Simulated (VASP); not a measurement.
Crystal: K2Nb2O.

```xyz
5
Lattice="4.2938 0.0000 0.0000 -2.1469 3.7186 0.0000 0.0000 0.0000 7.7133" Properties=species:S:1:pos:R:3 pbc="T T T"
K     0.0000    0.0000    2.3167
K     0.0000    0.0000    5.3966
Nb    0.0000    2.4791    6.8327
Nb    2.1469    1.2395    0.8806
O     0.0000    0.0000    0.0000
```

| Quantity | Value |
| --- | --- |
| Program | VASP 6.6.1 |
| Task | relaxation of cell and atoms |
| Functional | PBE |
| Potentials or basis | VASP PAW PBE potentials, release 64 (K_sv, Nb_sv, O) |
| Cutoff | 600 eV |
| k mesh | 6 × 6 × 2 |
| Occupations | gaussian, width 0.1 eV |
| Spin | no spin polarisation |

At the start: pressure -0.9 GPa; volume 24.63 Å³/atom.

**Question.** How do energy, volume and symmetry change on relaxing?

**Answer.** Over 23 steps the energy falls by 1139.1 meV/atom and the volume is 25.17 Å³/atom (+2.2 %); space group P-3m1 (No. 164, to 0.05 Å).

Step by step:
```csv
step,energy change (eV),largest force (eV/Å),pressure (GPa),volume (Å³)
1,0.0000,5.4743,-0.93,123.16
2,-2.7322,1.4979,1.15,120.46
3,-3.0016,0.3016,2.97,119.53
4,-3.0164,0.5959,3.73,119.22
5,-3.5472,0.8621,0.75,129.09
6,-4.1298,1.2997,-3.22,148.34
7,-3.0987,1.0454,-9.10,185.28
8,-4.1268,1.6234,-3.78,153.83
9,-4.6169,1.4612,-4.20,153.13
10,-4.9926,1.1717,-5.11,151.46
11,-4.5533,0.2405,-7.03,145.53
12,-5.0703,0.8720,-5.59,150.70
13,-5.4692,1.6172,-1.39,136.60
14,-5.5183,1.9874,1.15,130.64
15,-5.6719,0.0965,-0.20,126.81
16,-5.6730,0.0563,-0.32,126.42
17,-5.6900,0.0459,0.11,125.53
18,-5.6937,0.0636,0.42,124.90
19,-5.6937,0.0650,0.43,124.86
20,-5.6949,0.1135,-0.16,125.73
21,-5.6950,0.0788,-0.02,125.52
22,-5.6955,0.0471,0.00,125.67
23,-5.6957,0.0367,0.01,125.83
```

Final structure:
```
CELL_PARAMETERS angstrom
3.54796 0.00000 0.00000
-1.77398 3.07263 0.00000
0.00000 0.00000 11.54209
ATOMIC_POSITIONS crystal
K 0.00000 0.00000 0.33668
K 0.00000 0.00000 0.66332
Nb 0.33333 0.66667 0.92615
Nb 0.66667 0.33333 0.07385
O 0.00000 0.00000 0.00000
```

Caveat: the k points lie up to 0.34 Å⁻¹ apart in the final cell.
